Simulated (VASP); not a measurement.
AlCo: single point with PBEsol

The system is AlCo.

```
CELL_PARAMETERS angstrom
2.87470 0.00000 0.00000
0.00000 2.87470 0.00000
0.00000 0.00000 2.87470
ATOMIC_POSITIONS crystal
Al 0.00000 0.00000 0.00000
Co 0.50000 0.50000 0.50000
```

```
Program             : VASP 6.6.1
Task                : single point
Functional          : PBEsol
Potentials or basis : VASP PAW PBE potentials, release 64 (Al, Co)
Cutoff              : 520 eV
k mesh              : 10 × 10 × 10
Occupations         : fermi-dirac, width 0.1 eV
Spin                : collinear spin, ferromagnetic start
Starting moments    : [0.0, 3.2] μB
```

| Quantity | Value |
| --- | --- |
| Pressure | -9.2 GPa |
| Band gap on the k mesh | zero (filled and empty bands overlap) |
| Net moment | 0.00 μB per cell |
| Valence electrons inside the program's atomic spheres | Al 0.81; Co 8.41 |

Levels at points of the mesh, in eV from the Fermi level:
Spin up:
```csv
k point,band 4,band 5,band 6,band 7,band 8,band 9
"(0.00, 0.00, 0.00)",-0.73,-0.73,-0.73,5.90,5.90,5.90
"(0.50, 0.00, 0.00)",-1.58,-1.58,-0.62,0.21,8.45,10.50
"(0.50, 0.50, 0.00)",-2.55,-1.37,-1.37,-0.19,2.38,3.41
"(0.50, 0.50, 0.50)",-0.15,-0.15,2.43,2.43,2.43,3.97
```
Spin down:
```csv
k point,band 3,band 4,band 5,band 6,band 7,band 8,band 9,band 10
"(0.00, 0.00, 0.00)",-2.81,-0.73,-0.73,-0.73,5.90,5.90,5.90,8.71
"(0.50, 0.00, 0.00)",-2.24,-1.58,-1.58,-0.62,0.21,8.45,10.50,10.50
"(0.50, 0.50, 0.00)",-2.55,-2.55,-1.37,-1.37,-0.19,2.38,3.41,12.53
"(0.50, 0.50, 0.50)",-3.74,-0.15,-0.15,2.43,2.43,2.43,3.97,5.29
```

Wall time 22 s on 1 thread of Intel Xeon 6975P-C, with other jobs on the host, peak memory 0.17 GiB.

Caveat: the starting moments collapsed, and a magnetic state may lie lower; the PAW data sets were made with another functional, which shifts forces and pressure a little.
